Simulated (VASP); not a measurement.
## BN: relaxation of shape and atoms at fixed volume with PBE

Crystal: BN.

```xyz
4
Lattice="2.6371 0.0000 0.0000 -1.3185 2.2838 0.0000 0.0000 0.0000 4.3608" Properties=species:S:1:pos:R:3 pbc="T T T"
B     1.3185    0.7613    4.3611
B     0.0000    1.5225    2.1807
N     1.3185    0.7613    2.7252
N     0.0000    1.5225    0.5448
```

This cell differs from its parent crystal: volume scaled by 1.10.

| Item | Value |
| --- | --- |
| Program | VASP 6.6.1 |
| Task | relaxation of shape and atoms at fixed volume |
| Functional | PBE |
| Potentials or basis | VASP PAW PBE potentials, release 64 (B, N) |
| Cutoff | 600 eV |
| k mesh | 12 × 12 × 6 |
| Occupations | gaussian, width 0.02 eV |
| Spin | no spin polarisation |
| Dipole correction | no |
| Further INCAR settings | ALGO = Normal; EDIFF = 1e-06; IBRION = 2; EDIFFG = -0.01; NSW = 50; ISIF = 4 |

The energy gained by relaxing is 0.0 meV/atom. The ionic steps are 3. The pressure after relaxing is -29.9 GPa. The band gap on the k mesh is 5.38 eV, indirect (least direct gap 7.75 eV).

Final structure:
```cif
data_structure
_symmetry_space_group_name_H-M 'P 1'
_symmetry_Int_Tables_number 1
_cell_length_a 2.6372
_cell_length_b 2.6372
_cell_length_c 4.3603
_cell_angle_alpha 90.000
_cell_angle_beta 90.000
_cell_angle_gamma 120.000
_cell_volume 26.26
loop_
_atom_site_label
_atom_site_type_symbol
_atom_site_fract_x
_atom_site_fract_y
_atom_site_fract_z
_atom_site_occupancy
B1 B 0.66667 0.33333 0.00021 1
B2 B 0.33333 0.66667 0.50021 1
N1 N 0.66667 0.33333 0.62479 1
N2 N 0.33333 0.66667 0.12479 1
```

Levels at points of the mesh, in eV from the valence-band top:
| k point | band 6 | band 7 | band 8 | band 9 | band 10 | band 11 |
| --- | --- | --- | --- | --- | --- | --- |
| (0.00, 0.00, 0.00) | -0.18 | 0.00 | 0.00 | 7.91 | 7.96 | 7.96 |
| (0.50, 0.00, 0.00) | -4.47 | -3.87 | -1.91 | 6.34 | 7.66 | 10.10 |
| (0.00, 0.00, 0.50) | -1.05 | -1.05 | -1.05 | 8.52 | 8.52 | 9.38 |
| (0.50, 0.00, 0.50) | -3.38 | -3.20 | -3.20 | 6.20 | 6.20 | 9.32 |

It took 24 s on 1 thread of AMD EPYC 9R45 96-Core Processor (Zen 5), on a shared host, peak memory 0.13 GiB.

 A k mesh can miss the band edges.
